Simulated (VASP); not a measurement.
# ScB2P3 (P6mm) in VASP: single point with PBE

Aim: the single point of ScB2P3 with PBE.

Program: VASP 6.6.1. These are calculated values, not measurements. Logs are shortened: lines on timing, memory, paths and dates and some standing lists are left out, and cuts for length are marked.

### 1 The cell of the first run

The structure is hexagonal, space group P6mm (No. 183). The conventional cell has a = 5.236 Å, b = 5.236 Å, c = 3.678 Å, α = 90.00°, β = 90.00°, γ = 120.00°. Sc (site symmetry 6mm) has 6 B at 3.04 Å and 12 P at 3.06 to 3.36 Å and 2 Sc at 3.68 Å within 4.0 Å. Within 3.1 Å of B (site symmetry 3m) lie 6 P at 2.37 to 2.39 Å and 3 B at 3.02 Å and 3 Sc at 3.04 Å. P (site symmetry 2mm) has 4 B at 2.37 to 2.39 Å and 4 P at 2.62 Å and 2 Sc at 3.06 Å within 3.1 Å.

The cell was built from a structure type or drawn by symmetry, and may not be a known phase.

### 2 Single point, PBE

INCAR

```
SYSTEM = ScB2P3
  ALGO = Normal
  EDIFF = 1E-6
  ENCUT = 520
  GGA = PE
  ISIF = 2
  ISMEAR = 0
  LASPH = .True.
  LCHARG = .True.
  LELF = .True.
  LREAL = .False.
  LVHAR = .True.
  LWAVE = .False.
  NBANDS = 25
  NELM = 60
  PREC = Accurate
  SIGMA = 0.1
```

KPOINTS

```
k-points
0
Gamma
  6 6 6
  0 0 0
```

POSCAR

```
ScB2P3
1.0
    5.2363599400      0.0000000000      0.0000000000
   -2.6181799700      4.5348207300      0.0000000000
    0.0000000000      0.0000000000      3.6778597900
Sc B P
1 2 3
Direct
    0.0000000000      0.0000000000      0.8888130200
    0.6666666700      0.3333333300      0.9631379800
    0.3333333300      0.6666666700      0.9631379800
    0.5000000000      0.5000000000      0.4595159900
    0.5000000000      0.0000000000      0.4595159900
    0.0000000000      0.5000000000      0.4595159900
```

Potentials or basis: VASP PAW PBE potentials, release 64 (Sc_sv, B, P).

The run is started by

```console
> cat potpaw_PBE.64/Sc_sv/POTCAR potpaw_PBE.64/B/POTCAR potpaw_PBE.64/P/POTCAR > POTCAR
> mpirun -np 1 vasp_std > vasp.out
```

OUTCAR:

```text
SYSTEM = ScB2P3
   EDIFF = 1E-6
   ENCUT = 520
   GGA = PE
   ISIF = 2
   ISMEAR = 0
   LASPH = .True.
   LREAL = .False.
   NELM = 60
   PREC = Accurate

 ion  position               nearest neighbor table
   1  0.000  0.000  0.889-   4 3.06   6 3.06   6 3.06   4 3.06   5 3.06   5 3.06
   2  0.667  0.333  0.963-   5 2.37   6 2.37   4 2.37   5 2.39   6 2.39   4 2.39
   3  0.333  0.667  0.963-   5 2.37   6 2.37   4 2.37   5 2.39   6 2.39   4 2.39
   4  0.500  0.500  0.460-   2 2.37   3 2.37   2 2.39   3 2.39   5 2.62   5 2.62   6 2.62   6 2.62
                             1 3.06   1 3.06
   5  0.500  0.000  0.460-   2 2.37   3 2.37   2 2.39   3 2.39   4 2.62   6 2.62   4 2.62   6 2.62
                             1 3.06   1 3.06
   6  0.000  0.500  0.460-   2 2.37   3 2.37   2 2.39   3 2.39   5 2.62   5 2.62   4 2.62   4 2.62
                             1 3.06   1 3.06

  LATTYP: Found a hexagonal cell.
 ALAT       =     5.2363599400
 C/A-ratio  =     0.7023695529

  Lattice vectors:

 A1 = (   5.2363599400,   0.0000000000,   0.0000000000)
 A2 = (  -2.6181799700,   4.5348207300,   0.0000000000)
 A3 = (   0.0000000000,   0.0000000000,   3.6778597900)

Analysis of symmetry for initial positions (statically):
=====================================================================
 Subroutine PRICEL returns:
 Original cell was already a primitive cell.

 Routine SETGRP: Setting up the symmetry group for a
 hexagonal supercell.

 Subroutine GETGRP returns: Found 12 space group operations
 (whereof 12 operations were pure point group operations)
 out of a pool of 24 trial point group operations.

The static configuration has the point symmetry C_6v.

Analysis of symmetry for dynamics (positions and initial velocities):
=====================================================================
 Subroutine PRICEL returns:
 Original cell was already a primitive cell.

 Routine SETGRP: Setting up the symmetry group for a
 hexagonal supercell.

 Subroutine GETGRP returns: Found 12 space group operations
 (whereof 12 operations were pure point group operations)
 out of a pool of 24 trial point group operations.

The dynamic configuration has the point symmetry C_6v.

 Subroutine INISYM returns: Found 12 space group operations
 (whereof 12 operations are pure point group operations),
 and found     1 'primitive' translations

----------------------------------------------------------------------------------------

                                     Primitive cell

  volume of cell :      87.3343

  direct lattice vectors                    reciprocal lattice vectors
     5.236359940  0.000000000  0.000000000     0.190972357  0.110257942  0.000000000
    -2.618179970  4.534820730  0.000000000     0.000000000  0.220515884  0.000000000
     0.000000000  0.000000000  3.677859790     0.000000000  0.000000000  0.271897260

  length of vectors
     5.236359940  5.236359939  3.677859790     0.220515883  0.220515884  0.271897260

  position of ions in fractional coordinates (direct lattice)
     0.000000000  0.000000000  0.888813020
     0.666666670  0.333333330  0.963137980
     0.333333330  0.666666670  0.963137980
     0.500000000  0.500000000  0.459515990
     0.500000000  0.000000000  0.459515990
     0.000000000  0.500000000  0.459515990

  ion indices of the primitive-cell ions
   primitive index   ion index
                 1           1
                 2           2
                 3           3
                 4           4
                 5           5
                 6           6

----------------------------------------------------------------------------------------

 KPOINTS: k-points

Automatic generation of k-mesh.
 Grid dimensions read from file:
 generate k-points for:    6    6    6

 Generating k-lattice:

  Cartesian coordinates                     Fractional coordinates (reciprocal lattice)
     0.031828726  0.018376324  0.000000000     0.166666667  0.000000000  0.000000000
     0.000000000  0.036752647  0.000000000     0.000000000  0.166666667  0.000000000
     0.000000000  0.000000000  0.045316210     0.000000000  0.000000000  0.166666667

  Length of vectors
     0.036752647  0.036752647  0.045316210

  Shift w.r.t. Gamma in fractional coordinates (k-lattice)
     0.000000000  0.000000000  0.000000000

 Subroutine IBZKPT returns following result:
 ===========================================

 Found     28 irreducible k-points:

 Following reciprocal coordinates:
            Coordinates               Weight
  0.000000  0.000000  0.000000      1.000000
  0.166667  0.000000  0.000000      6.000000
  0.333333  0.000000  0.000000      6.000000
  0.500000 -0.000000  0.000000      3.000000
  0.166667  0.166667  0.000000      6.000000
  0.333333  0.166667  0.000000     12.000000
[... 16 lines left out ...]
  0.166667  0.000000  0.500000      6.000000
  0.333333  0.000000  0.500000      6.000000
 [... further k-points ...]
   k-points           NKPTS =     28   k-points in BZ     NKDIM =     28   number of bands    NBANDS=     25
   number of dos      NEDOS =    301   number of ions     NIONS =      6
   total plane-waves  NPLWV =  44800
   dimension x,y,z NGX =    40 NGY =   40 NGZ =   28
   dimension x,y,z NGXF=    80 NGYF=   80 NGZF=   56
   ions per type =               1   2   3
   NGX,Y,Z   is equivalent  to a cutoff of  12.70, 12.70, 12.66 a.u.
   NGXF,Y,Z  is equivalent  to a cutoff of  25.40, 25.40, 25.31 a.u.
 SYSTEM =  ScB2P3
   PREC   = accura    normal or accurate (medium, high low for compatibility)
   ISTART =      0    job   : 0-new  1-cont  2-samecut
   ICHARG =      2    charge: 1-file 2-atom 10-const
   ISPIN  =      1    spin polarized calculation?
   LNONCOLLINEAR =      F non collinear calculations
   LSORBIT =      F    spin-orbit coupling
   LASPH  =      T    aspherical Exc in radial PAW
   ENCUT  =  520.0 eV  38.22 Ry    6.18 a.u.   9.74  9.74  6.84*2*pi/ulx,y,z
   NELM   =     60;   NELMIN=  2; NELMDL= -5     # of ELM steps
   EDIFF  = 0.1E-05   stopping-criterion for ELM
   LREAL  =      F    real-space projection
   EDIFFG = 0.1E-04   stopping-criterion for IOM
   NSW    =      0    number of steps for IOM
   IBRION =     -1    ionic relax: 0-MD 1-quasi-New 2-CG
   NFREE  =      0    steps in history (QN), initial steepest desc. (CG)
   ISIF   =      2    stress and relaxation
   ISYM   =      2    0-nonsym 1-usesym 2-fastsym
   POTIM  = 0.5000    time-step for ionic-motion
   TEBEG  =    0.0;   TEEND  =   0.0 temperature during run
   PSTRESS=    0.0 pullay stress
   NELECT =      32.0000    total number of electrons
   NUPDOWN=      -1.0000    fix difference up-down
   EMIN   =  10.00;   EMAX   =-10.00  energy-range for DOS
   EFERMI =   0.00;   METHOD = LEGACY
   ISMEAR =     0;   SIGMA  =   0.10  broadening in eV -4-tet -1-fermi 0-gaus
   EFERMI_NEDOS =   21; number of points for ismear=-14 and -15
   IALGO  =     38    algorithm
   IMIX   =      4    mixing-type and parameters
     AMIX     =   0.40;   BMIX     =  1.00
     AMIX_MAG =   1.60;   BMIX_MAG =  1.00
  volume/ion in A,a.u.               =      14.56        98.23
  Fermi-wavevector in a.u.,A,eV,Ry     =   1.171467  2.213751 18.671736  1.372334
  Thomas-Fermi vector in A             =   2.307910
   LORBIT       =      0    0 simple, 1 ext, 2 COOP (PROOUT), +10 PAW based schemes
   GGA     = PE    functional components
   LHFCALC =     F    Hartree Fock is set to
   AEXX    =    0.0000 exact exchange contribution
   IVDW    =     0    specifies the selected vdW correction
   LEPSILON=     F    determine dielectric tensor
   LRPA    =     F    only Hartree local field effects (RPA)
 non-spin polarized calculation
 Gauss-broadening in eV      SIGMA  =   0.10
  energy-cutoff  :      520.00
  volume of cell :       87.33
 maximum number of plane-waves:      2378
 NGX is ok and might be reduce to    40
   NGX = 19   NGY = 19   NGZ = 13

 number of electron      32.0000004 magnetization

 Free energy of the ion-electron system (eV)
  ---------------------------------------------------
  ext. energy  EPLUGINS =         0.00000000
  ---------------------------------------------------
  free energy    TOTEN  =       -31.37569072 eV

  energy without entropy =      -31.35959729  energy(sigma->0) =      -31.36764401

 E-fermi :   7.1319     XC(G=0): -10.8505

 val. band max:        7.1275569050   @ k =   0.1667   0.0000   0.0000
 cond. band min:       7.1329195405   @ k =   0.1667   0.1667   0.5000
 fundamental gap:      0.0053626355
 Fermi energy:         7.1318927096

 k-point     1 :       0.0000    0.0000    0.0000
  band No.  band energies     occupation
      1     -43.1695      2.00000
      2     -21.7806      2.00000
      3     -21.7621      2.00000
      4     -21.7621      2.00000
      5      -7.9198      2.00000
      6      -2.5586      2.00000
[... 17 lines left out ...]
     24      10.0313      0.00000
     25      10.2349      0.00000

 k-point     2 :       0.1667    0.0000    0.0000
  band No.  band energies     occupation
      1     -43.1695      2.00000
      2     -21.7806      2.00000
      3     -21.7629      2.00000
      4     -21.7623      2.00000
      5      -7.7614      2.00000
      6      -3.9074      2.00000
[... 17 lines left out ...]
     24       9.9378      0.00000
     25      10.1256      0.00000

 k-point     3 :       0.3333    0.0000    0.0000
  band No.  band energies     occupation
      1     -43.1694      2.00000
      2     -21.7805      2.00000
      3     -21.7646      2.00000
      4     -21.7627      2.00000
      5      -7.3180      2.00000
      6      -5.1556      2.00000
[... 17 lines left out ...]
     24       9.7909      0.00000
     25      10.2188      0.00000

 k-point     4 :       0.5000   -0.0000    0.0000
  band No.  band energies     occupation
      1     -43.1694      2.00000
      2     -21.7804      2.00000
      3     -21.7654      2.00000
      4     -21.7630      2.00000
      5      -6.8972      2.00000
      6      -5.8463      2.00000
[... 17 lines left out ...]
     24      10.2911      0.00000
     25      10.6434      0.00000

 k-point     5 :       0.1667    0.1667    0.0000
  band No.  band energies     occupation
      1     -43.1694      2.00000
      2     -21.7805      2.00000
      3     -21.7640      2.00000
      4     -21.7628      2.00000
      5      -7.4567      2.00000
      6      -4.8314      2.00000
[... 17 lines left out ...]
     24       9.9048      0.00000
     25      10.0404      0.00000

 k-point     6 :       0.3333    0.1667    0.0000
  band No.  band energies     occupation
      1     -43.1694      2.00000
      2     -21.7804      2.00000
      3     -21.7650      2.00000
      4     -21.7634      2.00000
      5      -6.9295      2.00000
      6      -5.7557      2.00000
[... 17 lines left out ...]
     24      10.1890      0.00000
     25      10.8003      0.00000
[... 393 lines left out ...]
 k-point    21 :       0.3333    0.3333    0.3333
  band No.  band energies     occupation
      1     -43.1663      2.00000
      2     -21.8271      2.00000
      3     -21.7587      2.00000
      4     -21.7587      2.00000
      5      -5.6963      2.00000
      6      -5.6963      2.00000
[... 17 lines left out ...]
     24      10.5455      0.00000
     25      10.6900      0.00000

 k-point    22 :       0.0000    0.0000    0.5000
  band No.  band energies     occupation
      1     -43.1654      2.00000
      2     -21.8435      2.00000
      3     -21.7551      2.00000
      4     -21.7551      2.00000
      5      -6.8330      2.00000
      6      -2.9400      2.00000
[... 17 lines left out ...]
     24      11.7038      0.00000
     25      12.6950      0.00000

 k-point    23 :       0.1667    0.0000    0.5000
  band No.  band energies     occupation
      1     -43.1654      2.00000
      2     -21.8433      2.00000
      3     -21.7557      2.00000
      4     -21.7552      2.00000
      5      -6.6883      2.00000
      6      -2.7945      2.00000
[... 17 lines left out ...]
     24      11.0852      0.00000
     25      12.3803      0.00000

 k-point    24 :       0.3333    0.0000    0.5000
  band No.  band energies     occupation
      1     -43.1653      2.00000
      2     -21.8429      2.00000
      3     -21.7569      2.00000
      4     -21.7555      2.00000
      5      -6.2830      2.00000
      6      -4.0642      2.00000
[... 17 lines left out ...]
     24      10.9914      0.00000
     25      11.7033      0.00000

 [... further k-points ...]
[... 5 lines left out ...]
  --------------------------------------------------------------------------------------
  -------------------------------------------------------------------------------------
  Total       -3.2795561     -3.2795561    -12.7717557      0.0000000      0.0000000     -0.0000000
  in kB      -60.1645757    -60.1645756   -234.3022189      0.0000000      0.0000000     -0.0000000
  external PRESSURE =    -118.2104567 kB  Pullay stress =       0.0000000 kB

 VOLUME and BASIS-vectors are now :
 -----------------------------------------------------------------------------
  energy-cutoff  :      520.00
  volume of cell :       87.33
      direct lattice vectors                 reciprocal lattice vectors
     5.236359940  0.000000000  0.000000000     0.190972357  0.110257942  0.000000000
    -2.618179970  4.534820730  0.000000000     0.000000000  0.220515884  0.000000000
     0.000000000  0.000000000  3.677859790     0.000000000  0.000000000  0.271897260

 POSITION                                       TOTAL-FORCE (eV/Angst)
 -----------------------------------------------------------------------------------
      0.00000      0.00000      3.26893         0.000000     -0.000000     -0.125117
      2.61818      1.51161      3.54229        -0.000000      0.000000      0.077094
     -0.00000      3.02321      3.54229        -0.000000      0.000000      0.077094
      1.30909      2.26741      1.69004         0.000000     -0.000000     -0.009690
      2.61818      0.00000      1.69004         0.000000     -0.000000     -0.009690
     -1.30909      2.26741      1.69004         0.000000     -0.000000     -0.009690
 -----------------------------------------------------------------------------------
    total drift:                                0.000000      0.000000     -0.000080

  FREE ENERGIE OF THE ION-ELECTRON SYSTEM (eV)
  ---------------------------------------------------
  free  energy   TOTEN  =       -31.3756907226 eV

  energy  without entropy=      -31.3595972892  energy(sigma->0) =      -31.36764401
```

It took 2.2 min on 1 thread of Intel Xeon 8259CL, shared host; peak memory 0.23 GiB.

Results:

| Quantity | Value |
| --- | --- |
| Free energy | -31.3757 eV |
| Pressure | -11.8 GPa |
| Largest force | 0.125 eV/Å |
| Band gap on the k mesh | zero (bands 16 and 17 overlap by 0.98 eV) |

Forces on the atoms (eV/Å):
```
Sc   0.000  0.000 -0.125
B    0.000  0.000  0.077
B    0.000  0.000  0.077
P    0.000  0.000 -0.010
P    0.000  0.000 -0.010
P    0.000  0.000 -0.010
```

Caveat: the cell stands under tension.
